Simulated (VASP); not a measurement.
Y, 1 atom in the cell. It takes space group Fm-3m (No. 225, cubic). Conventional cell: a = 4.925 Å, b = 4.925 Å, c = 4.925 Å, α = 90.00°, β = 90.00°, γ = 90.00°. Within 4.6 Å of Y (site symmetry m-3m) lie 12 Y at 3.48 Å. This isn't the form of Y at room conditions, which is hcp.

* Program: VASP 6.6.1
* Task: single point
* Functional: PBEsol
* Potentials or basis: VASP PAW PBE potentials, release 64 (Y_sv)
* Cutoff: 520 eV
* k mesh: 10 × 10 × 10
* Occupations: methfessel-paxton, width 0.15 eV
* Spin: no spin polarisation
* Dipole correction: no
* Further INCAR settings: ALGO = Normal; EDIFF = 1e-06; NBANDS = 12

Potentials or basis: VASP PAW PBE potentials, release 64 (Y_sv).

The run is started by

```bash
$ cat potpaw_PBE.64/Y_sv/POTCAR > POTCAR
$ mpirun -np 1 vasp_std > vasp.out
```

Hardware: 1 thread of Intel(R) Xeon(R) Platinum 8375C CPU @ 2.90GHz (Ice Lake) (shared host).

Problem. How long does it take, and how much memory?

Solution. It took 15 s on 1 thread of Intel(R) Xeon(R) Platinum 8375C CPU @ 2.90GHz (Ice Lake), on a shared host, peak memory 0.18 GiB. Counts: scf iterations 12, k points 47.
